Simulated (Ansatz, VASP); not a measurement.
**Two plane-wave programs on Li3H2**

INCAR

```
  PREC = Accurate
  ENCUT = 600
  EDIFF = 1E-6
  ISMEAR = 0
  SIGMA = 0.2
  LREAL = F
  LASPH = T
  NELM = 60
  ALGO = Normal
  ISIF = 3
  LWAVE = F
  LCHARG = F
  GGA = PE
  IBRION = 2
  NSW = 36
  EDIFFG = -0.08
```

File KPOINTS:

```
Automatic mesh
0
Gamma
  5 5 3
```

The input POSCAR:

```
Li3H2
1.0
    3.1107510700      0.0000000000      0.0000000000
    0.0000000000      3.1557965800      0.0000000000
    0.0000000000      0.0000000000      5.4404504200
Li H
3 2
Direct
    0.5000000000      0.0000000000      0.8141968300
    0.5000000000      0.0000000000      0.1564339700
    0.0000000000      0.0000000000      0.3588921400
    0.0000000000      0.5000000000      0.0034513000
    0.5000000000      0.5000000000      0.4950257500
```

Input for Ansatz:

```yaml
crystal:
  lattice:
    - [3.11075107, 0.0, 0.0]
    - [0.0, 3.15579658, 0.0]
    - [0.0, 0.0, 5.44045042]
  atoms:
    - { symbol: Li, position: [0.5, 0.0, 0.81419683] }
    - { symbol: Li, position: [0.5, 0.0, 0.15643397] }
    - { symbol: Li, position: [0.0, 0.0, 0.35889214] }
    - { symbol: H, position: [0.0, 0.5, 0.0034513] }
    - { symbol: H, position: [0.5, 0.5, 0.49502575] }
basis:
  ecutwfc: 420
kpoints:
  mp_grid: { grid: [5, 5, 3] }
hamiltonian:
  xc: pbe
scf:
  occupations: { method: gaussian, width: 0.2 }
  lower_state_search: "off"
output:
  forces: true
  stress: true
  eigenvalues: true
relax:
  adjacent_minimum: "off"
  f_tol: 0.08
  max_steps: 16
  cell: { stress_tol: 0.8 }
```

Change from the starting cell: species swapped into the Er2Si3 type (Pmm2, No. 25).

Alike in both runs: task relaxation of cell and atoms; functional PBE; k mesh 5 × 5 × 3; occupations gaussian, width 0.2 eV; no spin polarisation.

|  | VASP | Ansatz |
| --- | --- | --- |
| version | VASP 6.6.1 | Ansatz 0.2.0 |
| potentials or method | VASP PAW PBE potentials, release 64 (Li_sv, H), cutoff 600 eV | scalar-relativistic, plane waves, PAW |
| valence electrons in the cell | 11 | 11 |

Ansatz gave:

```
gap on the k mesh at the Fermi level, each at its own relaxed structure (eV) : none
relaxed volume (Å³/atom)                                                     : 10.53
relaxed cell length with the largest relative difference (Å)                 : 7.478
```

**Question.** What did VASP give for the same quantities?

**Answer.** gap on the k mesh at the Fermi level, each at its own relaxed structure (eV): none; relaxed volume (Å³/atom): 9.92; relaxed cell length with the largest relative difference (Å): 7.128.

A gap of «none» marks a metal or a gap that the smearing closes. One of these differences is far larger than is usual between the two programs; its cause wasn't traced.

The k mesh is coarse, so the values compare programs but aren't converged. Noted on VASP's run: the cutoff is short for stress, so the pressure is rough.
